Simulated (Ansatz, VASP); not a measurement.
Given: the input of a run of Ansatz 0.2.0 on HfGe.

File input.yaml:

```yaml
crystal:
  lattice:
    - [3.5469068092, 0.0, 0.0]
    - [0.0, 3.5469068092, 0.0]
    - [0.0, 0.0, 3.5469068092]
  atoms:
    - { symbol: Hf, position: [0.0, 0.0, 0.0] }
    - { symbol: Ge, position: [0.5, 0.5, 0.5] }
kpoints:
  mp_grid: { grid: [8, 8, 8] }
scf:
  occupations: { method: fermi_dirac, width: 0.05 }
hamiltonian:
  xc: pbe
  pseudopotentials: { kind: all_electron, lapw: { basis_error: 0.0005 } }
output:
  forces: true
  stress: true
  eigenvalues: true
```

Potentials or basis: all-electron LAPW, scalar-relativistic.

Launch:

```bash
$ ansatz run input.yaml --threads 1 --pin off --max-ram 3072MiB --backend cpu --events-out ev --progress --plain --runs-dir out
```

Q: Set up the same calculation for VASP 6.6.1. Potentials there: VASP PAW PBE potentials, release 64 (Hf_pv, Ge_d).

A: As run (the cutoff follows the program's own potentials):

File INCAR:

```
  PREC = Accurate
  ENCUT = 520
  EDIFF = 1E-7
  ISMEAR = -1
  SIGMA = 0.05
  LREAL = F
  LASPH = T
  NELM = 80
  ALGO = Normal
  ISIF = 2
  LWAVE = F
  LCHARG = T
  GGA = PE
  LELF = T
  LVHAR = T
  NBANDS = 19
```

KPOINTS

```
Automatic mesh
0
Gamma
  8 8 8
```

Contents of POSCAR:

```
HfGe
1.0
    3.5469068092      0.0000000000      0.0000000000
    0.0000000000      3.5469068092      0.0000000000
    0.0000000000      0.0000000000      3.5469068092
Hf Ge
1 1
Direct
    0.0000000000      0.0000000000      0.0000000000
    0.5000000000      0.5000000000      0.5000000000
```

Potentials or basis: VASP PAW PBE potentials, release 64 (Hf_pv, Ge_d).

Run with:

```bash
$ cat potpaw_PBE.64/Hf_pv/POTCAR potpaw_PBE.64/Ge_d/POTCAR > POTCAR
$ mpirun -np 1 vasp_std > vasp.out
```

Both were run:

|  | VASP | Ansatz | Ansatz less VASP |
| --- | --- | --- | --- |
| gap on the k mesh at the Fermi level (eV) | none | none | - |
| pressure (GPa) | -13.9 | -13.5 | +0.35 |

A gap of «none» marks a metal or a gap that the smearing closes. Ansatz ran all-electron here, and VASP with PAW potentials.

Spin-orbit coupling is off throughout.
